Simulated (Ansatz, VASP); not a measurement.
# LaAl3N2 in VASP and in Ansatz

The input INCAR:

```
SYSTEM = LaAl3N2
ALGO = Normal
EDIFF = 1E-7
ENCUT = 520
GGA = PE
ISIF = 2
ISMEAR = 0
LASPH = .True.
LCHARG = .False.
LREAL = .False.
LWAVE = .False.
NBANDS = 42
NELM = 60
PREC = Accurate
SIGMA = 0.2
```

KPOINTS

```
k-points
0
Gamma
  8 4 2
  0 0 0
```

POSCAR

```
LaAl3N2
1.0
    3.1447328866      0.0000000000      0.0000000000
   -0.0000000001      5.4468371359      0.0000000000
    0.0000000000      0.0000000000     10.5698380645
La Al N
2 6 4
Direct
    1.0000000000      0.0000000000      0.9772611858
    0.5000000000      0.5000000000      0.9772611858
    0.5000000000      0.1666666667      0.2382899070
    1.0000000000      0.6666666667      0.2382899070
    0.5000000000      0.5000000000      0.4812658193
    0.0000000000      1.0000000000      0.4812658193
    1.0000000000      0.3333333333      0.7124101496
    0.5000000000      0.8333333333      0.7124101496
    0.5000000000      0.1666666667      0.4172732928
    1.0000000000      0.6666666667      0.4172732928
    1.0000000000      0.3333333333      0.1734996455
    0.5000000000      0.8333333333      0.1734996455
```

Input for Ansatz:

```yaml
crystal:
  lattice:
    - [3.1447328866, 0.0, 0.0]
    - [-1.0e-10, 5.4468371359, 0.0]
    - [0.0, 0.0, 10.5698380645]
  atoms:
    - { symbol: La, position: [1.0, 0.0, 0.9772611858] }
    - { symbol: La, position: [0.5, 0.5, 0.9772611858] }
    - { symbol: Al, position: [0.5, 0.1666666667, 0.238289907] }
    - { symbol: Al, position: [1.0, 0.6666666667, 0.238289907] }
    - { symbol: Al, position: [0.5, 0.5, 0.4812658193] }
    - { symbol: Al, position: [0.0, 1.0, 0.4812658193] }
    - { symbol: Al, position: [1.0, 0.3333333333, 0.7124101496] }
    - { symbol: Al, position: [0.5, 0.8333333333, 0.7124101496] }
    - { symbol: "N", position: [0.5, 0.1666666667, 0.4172732928] }
    - { symbol: "N", position: [1.0, 0.6666666667, 0.4172732928] }
    - { symbol: "N", position: [1.0, 0.3333333333, 0.1734996455] }
    - { symbol: "N", position: [0.5, 0.8333333333, 0.1734996455] }
basis:
  ecutwfc: 420
kpoints:
  mp_grid: { grid: [8, 4, 2] }
hamiltonian:
  xc: pbe
scf:
  occupations: { method: gaussian, width: 0.2 }
  lower_state_search: "off"
output:
  forces: true
  stress: true
  eigenvalues: true
```

Alike in both runs: task single point; functional PBE; k mesh 8 × 4 × 2; occupations gaussian, width 0.2 eV; no spin polarisation.

|  | VASP | Ansatz |
| --- | --- | --- |
| version | VASP 6.6.1 | Ansatz 0.2.0 |
| potentials or method | VASP PAW PBE potentials, release 64 (La, Al, N), cutoff 520 eV | scalar-relativistic, plane waves, PAW |
| valence electrons in the cell | 60 | 60 |

```tsv
	VASP	Ansatz	Ansatz less VASP
gap on the k mesh at the Fermi level (eV)	none	none	-
pressure (GPa)	-0.1	0.1	+0.14
traceless stress, the component that is largest in VASP (GPa)	0.25	0.22	-0.030
rms of the force components (eV/Å)	0.015	0.015	+0.0003
```

Atom by atom the forces differ by 0.002 eV/Å (rms over components). A gap of «none» marks a metal or a gap that the smearing closes. The functional is the same, so the differences come from potentials, cutoffs and numerics.

Spin-orbit coupling is off throughout.
